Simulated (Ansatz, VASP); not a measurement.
# Fe2Rh: VASP beside Ansatz

```
Fe Rh
1.0
     3.26168    0.00000    0.00000
    -1.63084    2.82470    0.00000
     0.00000    0.00000    3.52174
Fe Rh
2 1
Direct
  0.33333 0.66667 0.50000
  0.66667 0.33333 0.50000
  0.00000 0.00000 0.00000
```

Alike in both runs: task relaxation of cell and atoms; functional PBE; k mesh 6 × 6 × 6; occupations gaussian, width 0.1 eV; collinear spin.

|  | VASP | Ansatz |
| --- | --- | --- |
| version | VASP 6.6.1 | Ansatz 0.2.0 |
| potentials or method | VASP PAW PBE potentials, release 64 (Fe, Rh_pv), cutoff 600 eV | scalar-relativistic, plane waves, PAW |
| valence electrons in the cell | 31 | 49 |

|  | VASP | Ansatz | Ansatz less VASP |
| --- | --- | --- | --- |
| gap on the k mesh at the Fermi level, each at its own relaxed structure (eV) | none | none | - |
| net moment per atom (μB) | 0.00 | 1.14 | +1.142 |
| size of the moment on the site where the two differ most (μB) | 0.00 | 1.68 | +1.679 |
| relaxed volume (Å³/atom) | 11.72 | 12.13 | +0.411 |
| relaxed length of the cell vector where the two differ most in proportion (Å) | 3.957 | 4.050 | +0.0932 |

The net moments are unlike, so the other rows may belong to different states. Site moments also hang on the region over which each program counts them. A gap of «none» marks a metal or a gap that the smearing closes. VASP's potentials hold 31 valence electrons a cell and Ansatz's 49, so a difference there can come from the potentials and not from the codes. Ansatz's warnings: cell relax basis refresh.

The k mesh is coarse, so the values compare programs but aren't converged.
